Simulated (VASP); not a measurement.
Here is a VASP 6.6.1 calculation.

The input INCAR:

```
SYSTEM = TlBr
  PREC = Accurate
  ENCUT = 500
  EDIFF = 1E-6
  ISMEAR = 0
  SIGMA = 0.01
  LREAL = .FALSE.
  LASPH = .TRUE.
  NELM = 120
  ALGO = Normal
  ISIF = 2
  LWAVE = .FALSE.
  LCHARG = .FALSE.
  GGA = PE
  IVDW = 12
  NBANDS = 17
  GGA_COMPAT = .FALSE.
```

File KPOINTS:

```
Automatic mesh
0
G
  8 8 8
  0 0 0
```

The input POSCAR:

```
TlBr
1.0
    3.9524721277      0.0000000000      0.0000000000
    0.0000000000      3.9524721277      0.0000000000
    0.0000000000      0.0000000000      3.9524721277
Tl Br
1 1
Direct
    0.0000000000      0.0000000000      0.0000000000
    0.5000000000      0.5000000000      0.5000000000
```

Potentials or basis: VASP PAW PBE potentials, release 64 (Tl_d, Br).

Command:

```bash
$ cat potpaw_PBE.64/Tl_d/POTCAR potpaw_PBE.64/Br/POTCAR > POTCAR
$ mpirun -np 1 vasp_std > vasp.out
```

**Question.** Estimate the pressure.

**Answer.** 0.4 GPa.

**Question.** What does it give for the band gap on the k mesh?

**Answer.** 1.80 eV.

**Question.** Estimate the dispersion energy per atom.

**Answer.** -0.279 eV.

Caveat: spin-orbit coupling is left out, which moves the levels of the heavy elements. A k mesh can miss the band edges.
